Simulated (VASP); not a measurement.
The system is TaAl5N6.

```xyz
12
Lattice="3.3293 0.0000 0.0000 0.0000 3.3293 0.0000 0.0000 0.0000 14.1250" Properties=species:S:1:pos:R:3 pbc="T T T"
Ta    1.6647    1.6647    0.0000
Al    0.0000    0.0000   11.7709
Al    0.0000    0.0000    2.3542
Al    1.6647    1.6647    4.7083
Al    0.0000    0.0000    7.0625
Al    1.6647    1.6647    9.4167
N     0.0000    0.0000    0.0000
N     1.6647    1.6647    2.3542
N     0.0000    0.0000    4.7083
N     1.6647    1.6647    7.0625
N     0.0000    0.0000    9.4167
N     1.6647    1.6647   11.7709
```

| Property | Result |
| --- | --- |
| Program | VASP 6.6.1 |
| Task | relaxation of cell and atoms |
| Functional | PBE |
| Potentials or basis | VASP PAW PBE potentials, release 64 (Ta_pv, Al, N) |
| Cutoff | 600 eV |
| k mesh | 6 × 6 × 2 |
| Occupations | gaussian, width 0.1 eV |
| Spin | no spin polarisation |

At the start: pressure -41.5 GPa; volume 13.05 Å³/atom.

**Question.** Where does the relaxation end?

**Answer.** Over 14 steps the energy falls by 758.4 meV/atom and the volume is 9.04 Å³/atom (-30.7 %); space group P4/mmm (No. 123, to 0.05 Å).

Step by step:
```
step  energy change (eV)  largest force (eV/Å)  pressure (GPa)  volume (Å³)
   1              0.0000                0.8158          -41.49       156.57
   2             -5.4368                5.3700           64.80        91.80
   3             -8.5173                2.9541           -1.85       110.11
   4             -8.5213                3.0404            0.04       109.29
   5             -8.8427                1.2560            4.72       106.74
   6             -8.8733                1.0063            3.23       107.31
   7             -8.9866                0.5294           -2.36       109.43
   8             -8.9936                0.5337           -3.99       110.13
   9             -9.0688                0.5673           -0.51       108.58
  10             -9.0731                0.5765            0.65       108.12
  11             -9.0966                0.2871            0.78       108.04
  12             -9.0966                0.2850            0.77       108.04
  13             -9.1009                0.0439           -0.62       108.62
  14             -9.1012                0.0262           -0.32       108.49
```

Final structure:
```cif
data_structure
_symmetry_space_group_name_H-M 'P 1'
_symmetry_Int_Tables_number 1
_cell_length_a 2.9433
_cell_length_b 2.9433
_cell_length_c 12.5232
_cell_angle_alpha 90.000
_cell_angle_beta 90.000
_cell_angle_gamma 90.000
_cell_volume 108.49
loop_
_atom_site_label
_atom_site_type_symbol
_atom_site_fract_x
_atom_site_fract_y
_atom_site_fract_z
_atom_site_occupancy
Ta1 Ta 0.50000 0.50000 0.00000 1
Al1 Al 0.00000 0.00000 0.82108 1
Al2 Al 0.00000 0.00000 0.17892 1
Al3 Al 0.50000 0.50000 0.34023 1
Al4 Al 0.00000 0.00000 0.50000 1
Al5 Al 0.50000 0.50000 0.65977 1
N1 N 0.00000 0.00000 0.00000 1
N2 N 0.50000 0.50000 0.18068 1
N3 N 0.00000 0.00000 0.33999 1
N4 N 0.50000 0.50000 0.50000 1
N5 N 0.00000 0.00000 0.66001 1
N6 N 0.50000 0.50000 0.81932 1
```

Caveat: the volume moved by over 15 % at a fixed basis, so the end points are rough.
